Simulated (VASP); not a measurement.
Wanted: the native input for a VASP 6.6.1 run.

| Property | Result |
| --- | --- |
| Task | single point |
| Functional | r2SCAN |
| Potentials or basis | VASP PAW PBE potentials, release 64 (B, P) |
| Cutoff | 520 eV |
| k mesh | 10 × 10 × 10 |
| Occupations | gaussian, width 0.05 eV |
| Spin | no spin polarisation |
| Dipole correction | no |
| Further INCAR settings | ALGO = Normal; EDIFF = 1e-07; NBANDS = 11 |

Crystal: BP.

```
B P
1.0
     0.00000    2.26827    2.30229
     2.26827    0.00000    2.30229
     2.26827    2.26827    0.00000
B P
1 1
Direct
  0.00000 0.00000 0.00000
  0.75000 0.75000 0.75000
```

This cell differs from its parent crystal: strain +0.000 along x and y, +0.015 along z.

One way to write it, as run:

POSCAR

```
BP
1.0
    0.0000000000      2.2682668145      2.3022908167
    2.2682668145      0.0000000000      2.3022908167
    2.2682668145      2.2682668145      0.0000000000
B P
1 1
Direct
    0.0000000000      0.0000000000      0.0000000000
    0.7500000000      0.7500000000      0.7500000000
```

INCAR.step1

```
ALGO = Normal ; EDIFF = 1E-4
ENCUT = 520 ; GGA = PE
ISMEAR = 0 ; LASPH = True
LCHARG = False ; LREAL = False
LWAVE = True ; NBANDS = 11
NELM = 80 ; PREC = Accurate
SIGMA = 0.05
```

INCAR.step2

```
ALGO = Normal ; EDIFF = 1E-7
ENCUT = 520 ; ISIF = 2
ISMEAR = 0 ; ISTART = 1
LASPH = True ; LCHARG = False
LMIXTAU = True ; LREAL = False
LWAVE = False ; METAGGA = R2SCAN
NBANDS = 11 ; NELM = 80
PREC = Accurate ; SIGMA = 0.05
```

KPOINTS

```
k-points
0
Gamma
  10 10 10
```

Potentials or basis: VASP PAW PBE potentials, release 64 (B, P).

Run with:

```bash
$ cat potpaw_PBE.64/B/POTCAR potpaw_PBE.64/P/POTCAR > POTCAR
$ cp INCAR.step1 INCAR
$ mpirun -np 1 vasp_std > vasp.out
$ cp INCAR.step2 INCAR
$ mpirun -np 1 vasp_std > vasp.out
```

Results of the run:

| Quantity | Value |
| --- | --- |
| Pressure | -2.9 GPa |
| Band gap on the k mesh | 1.35 eV, indirect (least direct gap 3.54 eV) |

Caveat: the cell differs from its parent crystal (strain +0.000 along x and y, +0.015 along z); the PAW data sets were made with another functional, which shifts forces and pressure a little.

It took 56 s on 1 thread of Intel(R) Xeon(R) Platinum 8259CL CPU @ 2.50GHz (Skylake/Cascade Lake), on a shared host, peak memory 0.15 GiB.
